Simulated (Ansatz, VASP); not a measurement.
One calculation of HgTe, two programs

```
CELL_PARAMETERS angstrom
0.00000 3.32177 3.32177
3.32177 0.00000 3.32177
3.32177 3.32177 0.00000
ATOMIC_POSITIONS crystal
Hg 0.00000 0.00000 0.00000
Te 0.25000 0.25000 0.25000
```

Alike in both runs: task single point; functional r2SCAN; k mesh 6 × 6 × 6; occupations fermi-dirac, width 0.02 eV; no spin polarisation.

|  | VASP | Ansatz |
| --- | --- | --- |
| version | VASP 6.6.1 | Ansatz 0.2.0 |
| potentials or method | VASP PAW PBE potentials, release 64 (Hg, Te) | plane waves, PAW |
| plane-wave cutoff (eV) | 550 | 500 |
| valence electrons in the cell | 18 | 36 |

```csv
,VASP,Ansatz,Ansatz less VASP
pressure (GPa),-1.1,-1.1,-0.06
```

VASP's potentials were made for PBE, not for r2SCAN. VASP's potentials hold 18 valence electrons a cell and Ansatz's 36, so a difference there can come from the potentials and not from the codes.

Spin-orbit coupling is off throughout.
